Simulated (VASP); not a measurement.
# Ba (Cmcm) in VASP: a series of runs

The runs below take Ba through electric field gradients, with PBEsol.

Program: VASP 6.6.1. These are calculated values, not measurements. Logs are shortened: lines on timing, memory, paths and dates and some standing lists are left out, and cuts for length are marked.

### Step 1. The cell of the first run

The structure is orthorhombic, space group Cmcm (No. 63). The conventional cell has a = 7.038 Å, b = 4.932 Å, c = 7.045 Å, α = 90.00°, β = 90.00°, γ = 90.00°. Within 5.6 Å of Ba (site symmetry m2m) lie 14 Ba at 4.28 to 4.98 Å.

### Step 2. Electric field gradients, PBEsol (61.13 Å³/atom)

File INCAR:

```
SYSTEM = Ba
PREC     = Accurate       ! precision mode
ENCUT    = 520            ! plane-wave cutoff, eV
EDIFF    = 1E-8           ! SCF threshold, eV
ISMEAR   = -1             ! smearing method
SIGMA    = 0.03           ! smearing width, eV
LREAL    = .FALSE.        ! projectors in reciprocal space
LASPH    = .TRUE.         ! aspherical terms in the spheres
NELM     = 100            ! most SCF steps
ALGO     = Normal         ! electronic algorithm
ISIF     = 2              ! what is computed and relaxed
LWAVE    = .FALSE.        ! write WAVECAR
LCHARG   = .FALSE.        ! write CHGCAR
GGA      = PS             ! functional
LEFG     = .TRUE.       
NBANDS   = 17             ! bands
```

File KPOINTS:

```
Automatic mesh
0
G
  9 9 5
  0 0 0
```

File POSCAR:

```
Ba
1.0
    3.5190753799     -2.4659614929      0.0000000000
    3.5190753799      2.4659614929      0.0000000000
    0.0000000000      0.0000000000      7.0445169645
Ba
2
Direct
    0.7467739700      0.2532260300      0.2500000000
    0.2532260300      0.7467739700      0.7500000000
```

Potentials or basis: VASP PAW PBE potentials, release 64 (Ba_sv).

The run is started by

```console
$ cat potpaw_PBE.64/Ba_sv/POTCAR > POTCAR
$ mpirun -np 1 vasp_std > vasp.out
```

OUTCAR:

```text
SYSTEM = Ba
   PREC = Accurate
   ENCUT = 520
   EDIFF = 1E-8
   ISMEAR = -1
   LREAL = .FALSE.
   LASPH = .TRUE.
   NELM = 100
   ISIF = 2
   GGA = PS

 ion  position               nearest neighbor table
   1  0.747  0.253  0.250-   2 4.28   2 4.28   2 4.32   2 4.32
   2  0.253  0.747  0.750-   1 4.28   1 4.28   1 4.32   1 4.32

  LATTYP: Found a base centered orthorhombic cell.
 ALAT       =     4.9319229858
 B/A-ratio  =     1.4270601508
 C/A-ratio  =     1.4283509667

  Lattice vectors:

 A1 = (  -3.5190753799,  -2.4659614929,   0.0000000000)
 A2 = (   3.5190753799,  -2.4659614929,   0.0000000000)
 A3 = (   0.0000000000,   0.0000000000,   7.0445169645)

Analysis of symmetry for initial positions (statically):
=====================================================================
 Subroutine PRICEL returns:
 Original cell was already a primitive cell.

 Routine SETGRP: Setting up the symmetry group for a
 base centered orthorhombic supercell.

 Subroutine GETGRP returns: Found  8 space group operations
 (whereof  4 operations were pure point group operations)
 out of a pool of  8 trial point group operations.

The static configuration has the point symmetry C_2h.
 The point group associated with its full space group is D_2h.

Analysis of symmetry for dynamics (positions and initial velocities):
=====================================================================
 Subroutine PRICEL returns:
 Original cell was already a primitive cell.

 Routine SETGRP: Setting up the symmetry group for a
 base centered orthorhombic supercell.

 Subroutine GETGRP returns: Found  8 space group operations
 (whereof  4 operations were pure point group operations)
 out of a pool of  8 trial point group operations.

The dynamic configuration has the point symmetry C_2h.
 The point group associated with its full space group is D_2h.

 Subroutine INISYM returns: Found  8 space group operations
 (whereof  4 operations are pure point group operations),
 and found     1 'primitive' translations

----------------------------------------------------------------------------------------

                                     Primitive cell

  volume of cell :     122.2633

[... 126 lines left out ...]

 Free energy of the ion-electron system (eV)
  ---------------------------------------------------
  ext. energy  EPLUGINS =         0.00000000
  ---------------------------------------------------
  free energy    TOTEN  =        -4.29452685 eV

  energy without entropy =       -4.28755761  energy(sigma->0) =       -4.29104223

 E-fermi :   1.6332     XC(G=0):  -7.6052

 val. band max:        1.6316062930   @ k =   0.4444   0.2222   0.0000
 cond. band min:       1.6501088134   @ k =   0.4444   0.3333   0.4000
 fundamental gap:      0.0185025204
 Fermi energy:         1.6332188071

 k-point     1 :       0.0000    0.0000    0.0000
  band No.  band energies     occupation
      1     -27.1742      2.00000
      2     -27.1246      2.00000
      3     -12.6011      2.00000
      4     -12.2486      2.00000
      5     -12.0882      2.00000
      6     -12.0878      2.00000
[... 457 lines left out ...]
      4     -12.4501      2.00000
      5     -12.4336      2.00000
      6     -12.4305      2.00000
[... 9 lines left out ...]
     16       5.5134      0.00000
     17       5.6537      0.00000

 [... further k-points ...]

------------------------ aborting loop because EDIFF is reached ----------------------------------------

  FORCE on cell =-STRESS in cart. coord.  units (eV):
  Direction    XX          YY          ZZ          XY          YZ          ZX
  --------------------------------------------------------------------------------------
  -------------------------------------------------------------------------------------
  Total       -0.2579007     -0.2602494     -0.2756439      0.0000000      0.0000000      0.0000000
  in kB       -3.3796135     -3.4103913     -3.6121257      0.0000000      0.0000000      0.0000000
  external PRESSURE =      -3.4673768 kB  Pullay stress =       0.0000000 kB

 VOLUME and BASIS-vectors are now :
 -----------------------------------------------------------------------------
  energy-cutoff  :      520.00
  volume of cell :      122.26
      direct lattice vectors                 reciprocal lattice vectors
     3.519075380 -2.465961493  0.000000000     0.142082776 -0.202760668  0.000000000
     3.519075380  2.465961493  0.000000000     0.142082776  0.202760668  0.000000000
     0.000000000  0.000000000  7.044516964     0.000000000  0.000000000  0.141954375

 POSITION                                       TOTAL-FORCE (eV/Angst)
 -----------------------------------------------------------------------------------
      3.51908     -1.21707      1.76113         0.000000     -0.021318      0.000000
      3.51908      1.21707      5.28339         0.000000      0.021318     -0.000000
 -----------------------------------------------------------------------------------
    total drift:                               -0.000000     -0.000000     -0.000000

  FREE ENERGIE OF THE ION-ELECTRON SYSTEM (eV)
  ---------------------------------------------------
  free  energy   TOTEN  =        -4.2945268516 eV

  energy  without entropy=       -4.2875576093  energy(sigma->0) =       -4.29104223

 Electric field gradients (V/A^2)
---------------------------------------------------------------------
 ion       V_xx      V_yy      V_zz      V_xy      V_xz      V_yz
---------------------------------------------------------------------
   1      -2.180     2.176     0.004    -0.000     0.000    -0.000
   2      -2.180     2.176     0.004    -0.000     0.000    -0.000
---------------------------------------------------------------------

 Electric field gradients after diagonalization (V/A^2)
 (convention: |V_zz| > |V_xx| > |V_yy|)
----------------------------------------------------------------------
 ion       V_xx      V_yy      V_zz     asymmetry (V_yy - V_xx)/ V_zz
----------------------------------------------------------------------
   1       2.176     0.004    -2.180       0.997
   2       2.176     0.004    -2.180       0.997
----------------------------------------------------------------------

           NMR quadrupolar parameters

 Cq : quadrupolar parameter    Cq=e*Q*V_zz/h
 eta: asymmetry parameters     (V_yy - V_xx)/ V_zz
 Q  : nuclear electric quadrupole moment in mb (millibarn)
----------------------------------------------------------------------
 ion       Cq(MHz)       eta       Q (mb)
----------------------------------------------------------------------
   1      -0.005       0.997       1.000
   2      -0.005       0.997       1.000
----------------------------------------------------------------------
```

OSZICAR:

```text
N       E                     dE             d eps       ncg     rms          rms(c)
DAV:   1     0.143007910956E+03    0.14301E+03   -0.82407E+03  2550   0.958E+02
DAV:   2     0.519474230418E+01   -0.13781E+03   -0.13457E+03  3732   0.195E+02
DAV:   3    -0.397957905474E+01   -0.91743E+01   -0.91215E+01  3499   0.536E+01
DAV:   4    -0.429568896190E+01   -0.31611E+00   -0.31584E+00  3954   0.709E+00
DAV:   5    -0.429776755888E+01   -0.20786E-02   -0.20783E-02  3421   0.630E-01    0.231E+00
DAV:   6    -0.429545148855E+01    0.23161E-02   -0.59883E-03  3433   0.663E-01    0.136E+00
DAV:   7    -0.429431342648E+01    0.11381E-02   -0.11393E-02  3383   0.921E-01    0.574E-02
DAV:   8    -0.429451460637E+01   -0.20118E-03   -0.53638E-04  4250   0.112E-01    0.209E-02
DAV:   9    -0.429452718652E+01   -0.12580E-04   -0.96423E-06  3448   0.212E-02    0.672E-03
DAV:  10    -0.429452721948E+01   -0.32968E-07   -0.17103E-06  3784   0.744E-03    0.166E-03
DAV:  11    -0.429452706170E+01    0.15778E-06   -0.57575E-07  4086   0.429E-03    0.944E-04
DAV:  12    -0.429452683004E+01    0.23166E-06   -0.52912E-08  3435   0.147E-03    0.248E-04
DAV:  13    -0.429452686978E+01   -0.39738E-07   -0.21906E-09  2287   0.227E-04    0.203E-04
DAV:  14    -0.429452685169E+01    0.18093E-07   -0.19832E-09  2167   0.303E-04    0.103E-05
DAV:  15    -0.429452685155E+01    0.13301E-09   -0.57356E-10  2126   0.111E-04
   1 F= -.42945269E+01 E0= -.42910422E+01  d E =-.696924E-02
```

stdout:

```text
POSCAR found type information on POSCAR Ba
 POSCAR found :  1 types and       2 ions
 scaLAPACK will be used
 -----------------------------------------------------------------------------
|                                                                             |
|                                                                             |
|     You enforced a specific xc type in the INCAR file but a different       |
|     I HOPE YOU KNOW WHAT YOU ARE DOING!                                     |
|                                                                             |
 -----------------------------------------------------------------------------

 LDA part: xc-table for (Slater+PW92), standard interpolation
 POSCAR, INCAR and KPOINTS ok, starting setup
 FFT: planning ... GRIDC
 FFT: planning ... GRID_SOFT
 FFT: planning ... GRID
 WAVECAR not read
 entering main loop
ion   1

ion   2
```

Wall time 72 s (1 thread of AMD EPYC 9R45 (Zen 5), shared host); peak memory 0.27 GiB.

What came out:

| Quantity | Value |
| --- | --- |
| Free energy | -4.2945 eV |
| Pressure | -0.3 GPa |
| Largest force | 0.021 eV/Å |
| Band gap on the k mesh | zero (bands 10 and 11 overlap by 1.03 eV) |
| Largest electric field gradient by atom | Ba -2.2 V/Å² |

Forces in eV/Å, atoms in the order of the input:
```
Ba   0.000 -0.021  0.000
Ba   0.000  0.021  0.000
```

Electric field gradients, principal values (V/Å²):
```
atom  least  middle  greatest (by size)
1 Ba  0.004   2.176              -2.180
2 Ba  0.004   2.176              -2.180
```

Caveat: without QUAD_EFG the Cq values of the log hold for a quadrupole moment of 1 mb, not for the nuclei; the PAW data sets were made with another functional, which shifts forces and pressure a little; spin-orbit coupling is left out, which moves the levels of the heavy elements.

(Part 1 of 2 ends here.)
